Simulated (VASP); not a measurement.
Crystal: Ti.

```
CELL_PARAMETERS angstrom
0.00000 2.05671 2.05671
2.05671 0.00000 2.05671
2.05671 2.05671 0.00000
ATOMIC_POSITIONS crystal
Ti 0.00000 0.00000 0.00000
```

This cell differs from its parent crystal: volume scaled by 1.04.

Base run:

* Program: VASP 6.6.1
* Functional: PBE
* Potentials or basis: VASP PAW PBE potentials, release 64 (Ti_sv)
* Cutoff: 520 eV
* k mesh: 11 × 11 × 11
* Occupations: fermi-dirac, width 0.05 eV
* Spin: no spin polarisation

Its results: band gap on the k mesh zero (band 6 reaches 9.08 eV, above the bottom of band 7 at 7.93 eV); pressure -0.5 GPa.

Problem. After a change of settings the same cell gave: band gap on the k mesh zero (band 6 reaches 9.21 eV, above the bottom of band 7 at 7.95 eV); pressure 0.1 GPa. Which change was it?
A. functional from PBE to revPBE; occupations from fermi-dirac, width 0.05 eV to fermi-dirac, width 0.01 eV
B. functional from PBE to r2SCAN
C. functional from PBE to LDA; potentials or basis from VASP PAW PBE potentials, release 64 (Ti_sv) to VASP PAW LDA potentials, release 64 (Ti_sv)

Solution. B.

Caveats: the PAW data sets were made with another functional, which shifts forces and pressure a little (some runs).
